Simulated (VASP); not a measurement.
A run of VASP 6.6.1 is set up as follows.

Contents of INCAR:

```
PREC = Accurate
ENCUT = 520
EDIFF = 1E-6
ISMEAR = -1
SIGMA = 0.1
LREAL = False
LASPH = True
NELM = 80
ALGO = Normal
ISIF = 2
LWAVE = False
LCHARG = False
GGA = RP
NBANDS = 8
```

The input KPOINTS:

```
Automatic mesh
0
Gamma
  16 16 16
```

POSCAR

```
P
1.0
    0.0000000000      1.9728944360      1.9728944360
    1.9728944360      0.0000000000      1.9728944360
    1.9728944360      1.9728944360      0.0000000000
P
1
Direct
    0.0000000000      0.0000000000      0.0000000000
```

Potentials or basis: VASP PAW PBE potentials, release 64 (P).

Run with:

```console
$ cat potpaw_PBE.64/P/POTCAR > POTCAR
$ mpirun -np 1 vasp_std > vasp.out
```

Q: Predict the pressure.

A: -3.5 GPa.

Caveat: the PAW data sets were made with another functional, which shifts forces and pressure a little.
